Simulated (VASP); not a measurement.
Here is a VASP 6.6.1 calculation.

POSCAR

```
CaO
1.0
    2.3854541977      2.3854541977      0.0000000000
   -2.3854541977      2.3854541977      0.0000000000
    0.0000000000      2.3854541977      2.4038461616
Ca O
1 1
Direct
    0.0000000000      0.0000000000      0.0000000000
    0.5000000000      0.5000000000      0.0000000000
```

INCAR.step1

```
SYSTEM = CaO
ALGO = Normal ; EDIFF = 1E-4
ENCUT = 520 ; GGA = PE
ISMEAR = 0 ; LASPH = .True.
LCHARG = .False. ; LREAL = .False.
LWAVE = .True. ; NBANDS = 15
NELM = 60 ; PREC = Accurate
SIGMA = 0.01
```

File INCAR.step2:

```
SYSTEM = CaO
ALGO = Normal ; EDIFF = 1E-6
ENCUT = 520 ; ISIF = 2
ISMEAR = 0 ; ISTART = 1
LASPH = .True. ; LCHARG = .False.
LMIXTAU = .True. ; LREAL = .False.
LWAVE = .False. ; METAGGA = R2SCAN
NBANDS = 15 ; NELM = 60
PREC = Accurate ; SIGMA = 0.01
```

File KPOINTS:

```
k-points
0
Gamma
  8 8 8
  0 0 0
```

Potentials or basis: VASP PAW PBE potentials, release 64 (Ca_sv, O).

Launch:

```sh
$ cat potpaw_PBE.64/Ca_sv/POTCAR potpaw_PBE.64/O/POTCAR > POTCAR
$ cp INCAR.step1 INCAR
$ mpirun -np 1 vasp_std > vasp.out
$ cp INCAR.step2 INCAR
$ mpirun -np 1 vasp_std > vasp.out
```

Predict the band gap on the k mesh.

4.17 eV, indirect (least direct gap 4.54 eV).

What does it give for the pressure?

2.0 GPa.

Stress tensor (GPa, compression positive):
```
2.46 0.00 0.00
0.00 2.46 0.00
0.00 0.00 1.01
```

Caveat: the cell differs from its parent crystal (in-plane strain -0.005, then relaxed in part); the PAW data sets were made with another functional, which shifts forces and pressure a little. A k mesh can miss the band edges.
